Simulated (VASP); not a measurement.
Here is a VASP 6.6.1 calculation.

Contents of INCAR:

```
SYSTEM = Ni3Ge
PREC = Accurate ; ENCUT = 520
EDIFF = 1E-6 ; ISMEAR = 0
SIGMA = 0.15 ; LREAL = .FALSE.
LASPH = .TRUE. ; NELM = 100
ALGO = Fast ; ISIF = 2
LWAVE = .FALSE. ; LCHARG = .TRUE.
GGA = PS ; LELF = .TRUE.
LVHAR = .TRUE. ; NBANDS = 30
```

File KPOINTS:

```
Automatic mesh
0
G
  14 14 14
  0 0 0
```

The input POSCAR:

```
Ni3Ge
1.0
    3.4191668464      0.0000000000      0.0000000000
    0.0000000000      3.4191668464      0.0000000000
    0.0000000000      0.0000000000      3.5249142746
Ni Ge
3 1
Direct
    0.5000000000      0.0000000000      0.5000000000
    0.0000000000      0.5000000000      0.5000000000
    0.5000000000      0.5000000000      0.0000000000
    0.0000000000      0.0000000000      0.0000000000
```

Potentials or basis: VASP PAW PBE potentials, release 64 (Ni, Ge_d).

Launch:

```bash
$ cat potpaw_PBE.64/Ni/POTCAR potpaw_PBE.64/Ge_d/POTCAR > POTCAR
$ mpirun -np 1 vasp_std > vasp.out
```

(1) Predict the pressure.

(2) Estimate the band gap on the k mesh.

Results:

(1) 15.7 GPa.

(2) zero (bands 22 and 23 overlap by 0.36 eV).

Caveat: the cell differs from its parent crystal (strain -0.030 along x and y, +0.000 along z); the cell stands under pressure; the PAW data sets were made with another functional, which shifts forces and pressure a little.
